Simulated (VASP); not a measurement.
# NiO (Fm-3m) in VASP: notebook

The runs below take NiO through relaxation of cell and atoms, single point, with LDA, PBEsol.

Program: VASP 6.6.1. These are calculated values, not measurements. Logs are shortened: lines on timing, memory, paths and dates and some standing lists are left out, and cuts for length are marked.

**Experimental background.**

“Local correlations, non-local screening, multiplets, and band formation in NiO”, 2012, arxiv:1210.6675 quotes, for a bulk crystal of NiO: band gap 4.3 eV.

The results are compared with them further down.

### 1 The cell of the first run

It takes space group Fm-3m (No. 225, cubic). Conventional cell: a = 4.172 Å, b = 4.172 Å, c = 4.172 Å, α = 90.00°, β = 90.00°, γ = 90.00°. Within 2.8 Å of Ni (site symmetry m-3m) lie 6 O at 2.09 Å. O (site symmetry m-3m) has 6 Ni at 2.09 Å within 2.8 Å.

### 2 Relaxation of cell and atoms, LDA, collinear spin, ferromagnetic start

Input file INCAR:

```
  ALGO = Normal
  EDIFF = 1E-7
  EDIFFG = -0.01
  ENCUT = 600
  GGA = CA
  IBRION = 2
  ISIF = 3
  ISMEAR = -1
  ISPIN = 2
  LASPH = True
  LCHARG = False
  LMAXMIX = 4
  LORBIT = 11
  LREAL = False
  LWAVE = False
  MAGMOM = 1 0
  NELM = 150
  NSW = 80
  PREC = Accurate
  SIGMA = 0.05
```

Input file KPOINTS:

```
k-points
0
Gamma
  11 11 11
```

Input file POSCAR:

```
NiO
1.0
    0.0000000000      2.0859016414      2.0859016414
    2.0859016414      0.0000000000      2.0859016414
    2.0859016414      2.0859016414      0.0000000000
Ni O
1 1
Direct
    0.0000000000      0.0000000000      0.0000000000
    0.5000000000      0.5000000000      0.5000000000
```

Potentials or basis: VASP PAW LDA potentials, release 64 (Ni, O).

Started as:

```sh
$ cat potpaw_LDA.64/Ni/POTCAR potpaw_LDA.64/O/POTCAR > POTCAR
$ mpirun -np 1 vasp_std > vasp.out
```

OUTCAR:

```text
EDIFF = 1E-7
   EDIFFG = -0.01
   ENCUT = 600
   GGA = CA
   IBRION = 2
   ISIF = 3
   ISMEAR = -1
   ISPIN = 2
   LASPH = True
   LORBIT = 11
   LREAL = False
   NELM = 150
   NSW = 80
   PREC = Accurate

 ion  position               nearest neighbor table
   1  0.000  0.000  0.000-   2 2.09   2 2.09   2 2.09   2 2.09   2 2.09   2 2.09
   2  0.500  0.500  0.500-   1 2.09   1 2.09   1 2.09   1 2.09   1 2.09   1 2.09

  LATTYP: Found a face centered cubic cell.
 ALAT       =     4.1718032828

  Lattice vectors:

 A1 = (   0.0000000000,   2.0859016414,   2.0859016414)
 A2 = (   2.0859016414,   0.0000000000,   2.0859016414)
 A3 = (   2.0859016414,   2.0859016414,   0.0000000000)

Analysis of symmetry for initial positions (statically):
=====================================================================
 Subroutine PRICEL returns:
 Original cell was already a primitive cell.

 Routine SETGRP: Setting up the symmetry group for a
 face centered cubic supercell.

 Subroutine GETGRP returns: Found 48 space group operations
 (whereof 48 operations were pure point group operations)
 out of a pool of 48 trial point group operations.

The static configuration has the point symmetry O_h .

Analysis of symmetry for dynamics (positions and initial velocities):
=====================================================================
 Subroutine PRICEL returns:
 Original cell was already a primitive cell.

 Routine SETGRP: Setting up the symmetry group for a
 face centered cubic supercell.

 Subroutine GETGRP returns: Found 48 space group operations
 (whereof 48 operations were pure point group operations)
 out of a pool of 48 trial point group operations.

The dynamic configuration has the point symmetry O_h .

Analysis of structural, dynamic, and magnetic symmetry:
=====================================================================
 Subroutine PRICEL returns:
 Original cell was already a primitive cell.

 Routine SETGRP: Setting up the symmetry group for a
 face centered cubic supercell.

 Subroutine GETGRP returns: Found 48 space group operations
 (whereof 48 operations were pure point group operations)
 out of a pool of 48 trial point group operations.

The overall configuration has the point symmetry O_h .

 Subroutine INISYM returns: Found 48 space group operations
 (whereof 48 operations are pure point group operations),
 and found     1 'primitive' translations

----------------------------------------------------------------------------------------

                                     Primitive cell

  volume of cell :      18.1515

  direct lattice vectors                    reciprocal lattice vectors
     0.000000000  2.085901641  2.085901641    -0.239704495  0.239704495  0.239704495
     2.085901641  0.000000000  2.085901641     0.239704495 -0.239704495  0.239704495
     2.085901641  2.085901641  0.000000000     0.239704495  0.239704495 -0.239704495

  length of vectors
     2.949910391  2.949910391  2.949910391     0.415180364  0.415180364  0.415180364

  position of ions in fractional coordinates (direct lattice)
     0.000000000  0.000000000  0.000000000
     0.500000000  0.500000000  0.500000000

  ion indices of the primitive-cell ions
   primitive index   ion index
                 1           1
                 2           2

----------------------------------------------------------------------------------------

 KPOINTS: k-points

Automatic generation of k-mesh.
 Grid dimensions read from file:
 generate k-points for:   11   11   11

 Generating k-lattice:

  Cartesian coordinates                     Fractional coordinates (reciprocal lattice)
    -0.021791318  0.021791318  0.021791318     0.090909091  0.000000000  0.000000000
     0.021791318 -0.021791318  0.021791318     0.000000000  0.090909091  0.000000000
     0.021791318  0.021791318 -0.021791318     0.000000000  0.000000000  0.090909091

  Length of vectors
     0.037743669  0.037743669  0.037743669

  Shift w.r.t. Gamma in fractional coordinates (k-lattice)
     0.000000000  0.000000000  0.000000000

 Subroutine IBZKPT returns following result:
 ===========================================

 Found     56 irreducible k-points:

 Following reciprocal coordinates:
            Coordinates               Weight
  0.000000  0.000000  0.000000      1.000000
  0.090909  0.000000  0.000000      8.000000
  0.181818  0.000000  0.000000      8.000000
  0.272727  0.000000  0.000000      8.000000
  0.363636  0.000000  0.000000      8.000000
  0.454545  0.000000  0.000000      8.000000
[... 16 lines left out ...]
 -0.272727  0.181818  0.000000     24.000000
 -0.181818  0.181818  0.000000     12.000000
 [... further k-points ...]
   k-points           NKPTS =     56   k-points in BZ     NKDIM =     56   number of bands    NBANDS=     13
   number of dos      NEDOS =    301   number of ions     NIONS =      2
   total plane-waves  NPLWV =  13824
   dimension x,y,z NGX =    24 NGY =   24 NGZ =   24
   dimension x,y,z NGXF=    48 NGYF=   48 NGZF=   48
   ions per type =               1   1
   NGX,Y,Z   is equivalent  to a cutoff of  13.53, 13.53, 13.53 a.u.
   NGXF,Y,Z  is equivalent  to a cutoff of  27.05, 27.05, 27.05 a.u.
 SYSTEM =  unknown system
   PREC   = accura    normal or accurate (medium, high low for compatibility)
   ISTART =      0    job   : 0-new  1-cont  2-samecut
   ICHARG =      2    charge: 1-file 2-atom 10-const
   ISPIN  =      2    spin polarized calculation?
   LNONCOLLINEAR =      F non collinear calculations
   LSORBIT =      F    spin-orbit coupling
   LASPH  =      T    aspherical Exc in radial PAW
   ENCUT  =  600.0 eV  44.10 Ry    6.64 a.u.   5.89  5.89  5.89*2*pi/ulx,y,z
   NELM   =    150;   NELMIN=  2; NELMDL= -5     # of ELM steps
   EDIFF  = 0.1E-06   stopping-criterion for ELM
   LREAL  =      F    real-space projection
   EDIFFG = -.1E-01   stopping-criterion for IOM
   NSW    =     80    number of steps for IOM
   IBRION =      2    ionic relax: 0-MD 1-quasi-New 2-CG
   NFREE  =      1    steps in history (QN), initial steepest desc. (CG)
   ISIF   =      3    stress and relaxation
   ISYM   =      2    0-nonsym 1-usesym 2-fastsym
   POTIM  = 0.5000    time-step for ionic-motion
   TEBEG  =    0.0;   TEEND  =   0.0 temperature during run
   PSTRESS=    0.0 pullay stress
   NELECT =      16.0000    total number of electrons
   NUPDOWN=      -1.0000    fix difference up-down
   EMIN   =  10.00;   EMAX   =-10.00  energy-range for DOS
   EFERMI =   0.00;   METHOD = LEGACY
   ISMEAR =    -1;   SIGMA  =   0.05  broadening in eV -4-tet -1-fermi 0-gaus
   EFERMI_NEDOS =   21; number of points for ismear=-14 and -15
   IALGO  =     38    algorithm
   IMIX   =      4    mixing-type and parameters
     AMIX     =   0.40;   BMIX     =  1.00
     AMIX_MAG =   1.60;   BMIX_MAG =  1.00
  volume/ion in A,a.u.               =       9.08        61.25
  Fermi-wavevector in a.u.,A,eV,Ry     =   1.569680  2.966264 33.523312  2.463894
  Thomas-Fermi vector in A             =   2.671526
   LORBIT       =     11    0 simple, 1 ext, 2 COOP (PROOUT), +10 PAW based schemes
   GGA     = CA    functional components
   LHFCALC =     F    Hartree Fock is set to
   AEXX    =    0.0000 exact exchange contribution
   IVDW    =     0    specifies the selected vdW correction
   LEPSILON=     F    determine dielectric tensor
   LRPA    =     F    only Hartree local field effects (RPA)
 conjugate gradient relaxation of ions
 spin polarized calculation
  energy-cutoff  :      600.00
  volume of cell :       18.15
 maximum number of plane-waves:       620
   NGX = 11   NGY = 11   NGZ = 11

--------------------------------------- Ionic step        1  -------------------------------------------

 number of electron      16.0000001 magnetization       0.2371301

 Free energy of the ion-electron system (eV)
  ---------------------------------------------------
  ext. energy  EPLUGINS =         0.00000000
  ---------------------------------------------------
  free energy    TOTEN  =       -13.29701589 eV

  energy without entropy =      -13.28199583  energy(sigma->0) =      -13.28950586

------------------------ aborting loop because EDIFF is reached ----------------------------------------

  FORCE on cell =-STRESS in cart. coord.  units (eV):
  Direction    XX          YY          ZZ          XY          YZ          ZX
  --------------------------------------------------------------------------------------
  -------------------------------------------------------------------------------------
  Total       -2.2495391     -2.2495391     -2.2495391      0.0000000      0.0000000     -0.0000000
  in kB     -198.5604064   -198.5604064   -198.5604064      0.0000000      0.0000000     -0.0000000
  external PRESSURE =    -198.5604064 kB  Pullay stress =       0.0000000 kB
[... 21 lines left out ...]
  energy  without entropy=      -13.2819958280  energy(sigma->0) =      -13.28950586

--------------------------------------- Ionic step        2  -------------------------------------------

 number of electron      15.9999996 magnetization       0.2973865

 E-fermi :  10.3527     XC(G=0): -14.1882

 val. band max:       10.3211053399   @ k =  -0.3636   0.1818   0.0000
 cond. band min:      10.3544084528   @ k =  -0.3636   0.3636   0.0909
 fundamental gap:      0.0333031129
 Fermi energy:        10.3526909012

 spin component 1

 k-point     1 :       0.0000    0.0000    0.0000
  band No.  band energies     occupation
      1     -11.6700      1.00000
      2       6.4276      1.00000
      3       6.4276      1.00000
      4       6.4276      1.00000
      5       7.7667      1.00000
      6       7.7667      1.00000
      7       7.7667      1.00000
      8       8.0243      1.00000
      9       8.0243      1.00000
     10      13.0426      0.00000
     11      28.4778      0.00000
     12      30.6232      0.00000
     13      30.6232      0.00000
[... 897 lines left out ...]
  energy  without entropy=      -13.3931079489  energy(sigma->0) =      -13.39965596

--------------------------------------- Ionic step        6  -------------------------------------------

 number of electron      16.0000005 magnetization       0.2772751

 Free energy of the ion-electron system (eV)
  ---------------------------------------------------
  ext. energy  EPLUGINS =         0.00000000
  ---------------------------------------------------
  free energy    TOTEN  =       -13.40621164 eV

  energy without entropy =      -13.39313441  energy(sigma->0) =      -13.39967302

 E-fermi :   9.0410     XC(G=0): -13.7393

 val. band max:        9.0146478765   @ k =  -0.3636   0.1818   0.0000
 cond. band min:       9.0707168931   @ k =  -0.3636   0.3636   0.0909
 fundamental gap:      0.0560690166
 Fermi energy:         9.0409947516

 spin component 1

 k-point     1 :       0.0000    0.0000    0.0000
  band No.  band energies     occupation
      1     -12.1180      1.00000
      2       5.4999      1.00000
      3       5.4999      1.00000
      4       5.4999      1.00000
      5       6.7979      1.00000
      6       6.7979      1.00000
      7       6.7979      1.00000
      8       6.9881      1.00000
      9       6.9881      1.00000
     10      11.2610      0.00000
     11      27.0355      0.00000
     12      28.7567      0.00000
     13      28.7567      0.00000
[... 785 lines left out ...]
  FREE ENERGIE OF THE ION-ELECTRON SYSTEM (eV)
  ---------------------------------------------------
  free  energy   TOTEN  =       -13.4062116381 eV

  energy  without entropy=      -13.3931344061  energy(sigma->0) =      -13.39967302

 reached required accuracy - stopping structural energy minimisation

 total charge

# of ion       s       p       d       tot
------------------------------------------
    1        0.366   0.478   8.428   9.272
    2        1.558   3.394   0.000   4.951
--------------------------------------------------
tot          1.924   3.872   8.428  14.223

 magnetization (x)

# of ion       s       p       d       tot
------------------------------------------
    1        0.003   0.004   0.225   0.233
    2        0.007   0.030   0.000   0.037
--------------------------------------------------
tot          0.010   0.034   0.225   0.270
```

Wall time 2.7 min (1 thread of Intel Xeon 8259CL, shared host); peak memory 0.16 GiB.

Results:

```yaml
Free_energy: -13.4062 eV
Relaxed_volume: 8.27 Å³/atom
Relaxed_cell: a = 2.860 Å, b = 2.860 Å, c = 2.860 Å, α = 60.00°, β = 60.00°, γ = 60.00°
Space_group_after_relaxing_to_0.05_Å: Fm-3m (No. 225)
Energy_gained_by_relaxing: 54.6 meV/atom
Ionic_steps: 6
Pressure_after_relaxing: 0.0 GPa
Net_moment: 0.28 μB per cell
Site_moments: Ni +0.23; O +0.04 μB
Valence_electrons_inside_the_program's_atomic_spheres: Ni 9.27; O 4.95
```

The path:
```tsv
step	energy change (eV)	largest force (eV/Å)	pressure (GPa)	volume (Å³)
1	0.0000	0.0000	-19.86	18.15
2	-0.0280	0.0000	23.55	15.35
3	-0.1092	0.0000	-0.28	16.56
4	-0.1092	0.0000	0.24	16.52
5	-0.1092	0.0000	-0.20	16.55
6	-0.1092	0.0000	-0.02	16.54
```

Final structure:
```
Ni O
1.0
     0.00000    2.02222    2.02222
     2.02222    0.00000    2.02222
     2.02222    2.02222    0.00000
Ni O
1 1
Cartesian
  0.0000 0.0000 0.0000
  2.0222 2.0222 2.0222
```

Caveat: semilocal functionals often make such compounds metallic where correlation or magnetic order opens a gap, which also shifts bond lengths. LDA usually gives volumes a few per cent too small.

### 3 Single point, LDA, collinear spin, ferromagnetic start

This run uses another cell than the first one, of 8.27 Å³/atom, 0.911 times its volume.

Input file INCAR:

```
PREC = Accurate ; ENCUT = 520
EDIFF = 1E-6 ; ISMEAR = -1
SIGMA = 0.05 ; LREAL = F
LASPH = T ; NELM = 150
ALGO = Normal ; ISIF = 2
LWAVE = F ; LCHARG = F
ISPIN = 2 ; MAGMOM = 1 0
LORBIT = 11 ; LMAXMIX = 4
NBANDS = 19
```

Input file KPOINTS:

```
Automatic mesh
0
Gamma
  11 11 11
```

Input file POSCAR:

```
NiO
1.0
    0.0000000000      2.0222095670      2.0222095670
    2.0222095670      0.0000000000      2.0222095670
    2.0222095670      2.0222095670      0.0000000000
Ni O
1 1
Direct
    0.0000000000      0.0000000000      0.0000000000
    0.5000000000      0.5000000000      0.5000000000
```

Potentials or basis: VASP PAW LDA potentials, release 64 (Ni, O).

Started as:

```sh
$ cat potpaw_LDA.64/Ni/POTCAR potpaw_LDA.64/O/POTCAR > POTCAR
$ mpirun -np 1 vasp_std > vasp.out
```

It took 89 s on 1 thread of AMD EPYC 7R13, shared host; peak memory 0.12 GiB.

It converged, with:

| Quantity | Value |
| --- | --- |
| Free energy | -13.3993 eV |
| Pressure | 0.3 GPa |
| Net moment | 0.28 μB per cell |
| Site moments | Ni +0.23; O +0.04 μB |
| Valence electrons inside the program's atomic spheres | Ni 9.27; O 4.95 |

Levels at points of the mesh, in eV from the Fermi level:
Spin up:
```tsv
k point	band 4	band 5	band 6	band 7	band 8	band 9	band 10	band 11	band 12	band 13
(0.00, 0.00, 0.00)	-3.54	-2.24	-2.24	-2.24	-2.05	-2.05	2.22	17.99	19.71	19.71
```
Spin down:
```csv
k point,band 6,band 7,band 8,band 9,band 10,band 11
"(0.00, 0.00, 0.00)",-2.09,-2.09,-1.75,-1.75,2.28,18.00
```

Caveat: semilocal functionals often make such compounds metallic where correlation or magnetic order opens a gap, which also shifts bond lengths.

### 4 Single point, PBEsol, collinear spin, ferromagnetic start

This run uses another cell than the first one, of 8.73 Å³/atom, 0.961 times its volume.

Input file INCAR:

```
ALGO = Normal
EDIFF = 1E-6
ENCUT = 520
GGA = PS
ISIF = 2
ISMEAR = -1
ISPIN = 2
LASPH = True
LCHARG = False
LMAXMIX = 4
LORBIT = 11
LREAL = False
LWAVE = False
MAGMOM = 1 0
NBANDS = 19
NELM = 150
PREC = Accurate
SIGMA = 0.05
```

Input file KPOINTS:

```
k-points
0
Gamma
  11 11 11
```

Input file POSCAR:

```
NiO
1.0
    0.0000000000      2.0587092193      2.0587092193
    2.0587092193      0.0000000000      2.0587092193
    2.0587092193      2.0587092193      0.0000000000
Ni O
1 1
Direct
    0.0000000000      0.0000000000      0.0000000000
    0.5000000000      0.5000000000      0.5000000000
```

Potentials or basis: VASP PAW PBE potentials, release 64 (Ni, O).

Started as:

```sh
$ cat potpaw_PBE.64/Ni/POTCAR potpaw_PBE.64/O/POTCAR > POTCAR
$ mpirun -np 1 vasp_std > vasp.out
```

Wall time 2 min (1 thread of AMD EPYC 7R13, shared host); peak memory 0.14 GiB.

Results (log left out):

```
Free energy                                           : -12.4033 eV
Pressure                                              : -0.2 GPa
Net moment                                            : 1.24 μB per cell
Site moments                                          : Ni +1.04; O +0.17 μB
Valence electrons inside the program's atomic spheres : Ni 9.12; O 4.95
```

Levels at points of the mesh, in eV from the Fermi level:
Spin up:
```tsv
k point	band 7	band 8	band 9	band 10	band 11	band 12
(0.00, 0.00, 0.00)	-2.51	-2.51	-2.51	1.67	17.71	19.12
```
Spin down:
```csv
k point,band 3,band 4,band 5,band 6,band 7,band 8,band 9,band 10,band 11,band 12
"(0.00, 0.00, 0.00)",-2.98,-2.98,-1.86,-1.86,-1.86,-1.05,-1.05,1.92,17.69,19.31
```

Caveat: the PAW data sets were made with another functional, which shifts forces and pressure a little; a cell with one magnetic atom can't hold antiferromagnetic order, which such compounds often take; semilocal functionals often make such compounds metallic where correlation or magnetic order opens a gap, which also shifts bond lengths.

### 5 The runs side by side

```tsv
task	level	potentials or basis	cell	cutoff (eV)	gap on the mesh (eV)	pressure (GPa)	moment (μB)
relaxation of cell and atoms	LDA	VASP PAW LDA potentials, release 64 (Ni, O)	relaxed from a = 2.950 Å, angles 60.0°, 2 atoms	600	none	0.0	0.28
single point	LDA	VASP PAW LDA potentials, release 64 (Ni, O)	a = 2.860 Å, angles 60.0°, 2 atoms	520	none	0.3	0.28
single point	PBEsol	VASP PAW PBE potentials, release 64 (Ni, O)	a = 2.911 Å, angles 60.0°, 2 atoms	520	none	-0.2	1.24
```

Alike in all rows: spin collinear, ferromagnetic start; k mesh 11 × 11 × 11; smearing fermi-dirac 0.05 eV.

Caveats: semilocal functionals often make such compounds metallic where correlation or magnetic order opens a gap, which also shifts bond lengths; the PAW data sets were made with another functional, which shifts forces and pressure a little (some runs); a cell with one magnetic atom can't hold antiferromagnetic order, which such compounds often take (some runs).

Total energies depend on the potentials used, so only differences within one code and one set of settings carry meaning.

### 6 Comparison with measurements

Step 3. Against the measured gap of NiO, 4.3 eV (quoted in “Local correlations, non-local screening, multiplets, and band formation in NiO”, 2012, arxiv:1210.6675), the calculated 0.00 eV is off by -4.30 eV. So large a miss can be the level of theory's own, or it may mean another phase, state or a wrong row. The value is that of LDA on a finite k mesh, which can miss the band edges, without temperature or zero-point motion. Semilocal functionals fall short of measured gaps as a rule. The run's magnetic order (collinear spin, ferromagnetic start) needn't be the measured crystal's.

Step 4. Measured gap of NiO: 4.3 eV (quoted in “Local correlations, non-local screening, multiplets, and band formation in NiO”, 2012, arxiv:1210.6675). This calculation gives 0.00 eV (-4.30 eV). So large a miss can be the level of theory's own, or it may mean another phase, state or a wrong row. The value is that of PBEsol on a finite k mesh, which can miss the band edges, without temperature or zero-point motion. Semilocal functionals fall short of measured gaps as a rule. The run's magnetic order (collinear spin, ferromagnetic start) needn't be the measured crystal's.
